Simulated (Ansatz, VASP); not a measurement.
# Two plane-wave programs on BN

```xyz
2
Lattice="0.0000 2.0244 1.8149 1.8149 0.0000 1.8149 1.8149 2.0244 0.0000" Properties=species:S:1:pos:R:3 pbc="T T T"
B     0.0000    0.0000    0.0000
N     2.7224    3.0365    2.7224
```

Alike in both runs: task single point; functional PBE; k mesh 12 × 12 × 12; occupations gaussian, width 0.05 eV; no spin polarisation.

|  | VASP | Ansatz |
| --- | --- | --- |
| version | VASP 6.6.1 | Ansatz 0.2.0 |
| potentials or method | VASP PAW PBE potentials, release 64 (B, N), cutoff 520 eV | scalar-relativistic, plane waves, PAW |
| valence electrons in the cell | 8 | 8 |

|  | VASP | Ansatz | Ansatz less VASP |
| --- | --- | --- | --- |
| gap on the k mesh at the Fermi level (eV) | 3.43 | 3.43 | +0.008 |
| least direct gap on the mesh (eV) | 7.37 | 7.37 | +0.001 |

With one functional, cell and mesh, what is left measures potentials, basis and numerics.
